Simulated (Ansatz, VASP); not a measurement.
Two plane-wave programs on Sr

```xyz
3
Lattice="7.1353 0.0000 0.0000 -3.5677 6.1794 0.0000 0.0000 0.0000 4.2752" Properties=species:S:1:pos:R:3 pbc="T T T"
Sr   -3.5677    6.1794    0.0000
Sr    0.0000    4.1196    2.1376
Sr    3.5677    2.0598    2.1376
```

Alike in both runs: task single point; functional revPBE; k mesh 6 × 6 × 9; occupations fermi-dirac, width 0.1 eV; no spin polarisation.

|  | VASP | Ansatz |
| --- | --- | --- |
| version | VASP 6.6.1 | Ansatz 0.2.0 |
| potentials or method | VASP PAW PBE potentials, release 64 (Sr_sv), cutoff 520 eV | plane waves (420 eV) with PAW, scalar-relativistic |
| valence electrons in the cell | 30 | 30 |

|  | VASP | Ansatz | Ansatz less VASP |
| --- | --- | --- | --- |
| pressure (GPa) | -0.7 | -0.7 | 0.00 |

VASP's potentials were made for PBE, not for revPBE. The functional is the same, so the differences come from potentials, cutoffs and numerics.
